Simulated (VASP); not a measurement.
A run of VASP 6.6.1 is set up as follows.

Contents of INCAR:

```
SYSTEM = FeSi
PREC = Accurate
ENCUT = 520
EDIFF = 1E-6
ISMEAR = 0
SIGMA = 0.01
LREAL = .False.
LASPH = .True.
NELM = 80
ALGO = Normal
ISIF = 2
LWAVE = .False.
LCHARG = .False.
GGA = PE
NBANDS = 34
```

The input KPOINTS:

```
regular mesh
0
Gamma
  8 8 8
  0 0 0
```

POSCAR

```
FeSi
1.0
    4.4300000000      0.0000000000      0.0000000000
    0.0000000000      4.4300000000      0.0000000000
    0.0000000000      0.0000000000      4.4300000000
Fe Si
4 4
Direct
    0.1365713446      0.1365713446      0.1365713446
    0.3634286554      0.8634286554      0.6365713446
    0.6365713446      0.3634286554      0.8634286554
    0.8634286554      0.6365713446      0.3634286554
    0.8409642779      0.8409642779      0.8409642779
    0.6590357221      0.1590357221      0.3409642779
    0.3409642779      0.6590357221      0.1590357221
    0.1590357221      0.3409642779      0.6590357221
```

Potentials or basis: VASP PAW PBE potentials, release 64 (Fe, Si).

Run with:

```console
$ cat potpaw_PBE.64/Fe/POTCAR potpaw_PBE.64/Si/POTCAR > POTCAR
$ mpirun -np 1 vasp_std > vasp.out
```

What does it give for the band gap on the k mesh?

0.16 eV, indirect (least direct gap 0.17 eV).

What does it give for the pressure?

2.9 GPa.

Forces in eV/Å, atoms in the order of the input:
```
Fe   0.020  0.020  0.020
Fe  -0.020 -0.020  0.020
Fe   0.020 -0.020 -0.020
Fe  -0.020  0.020 -0.020
Si   0.001  0.001  0.001
Si  -0.001 -0.001  0.001
Si   0.001 -0.001 -0.001
Si  -0.001  0.001 -0.001
```

A k mesh can miss the band edges. Spin polarisation is off, so any magnetic state and its effect on volume and gap are missing.
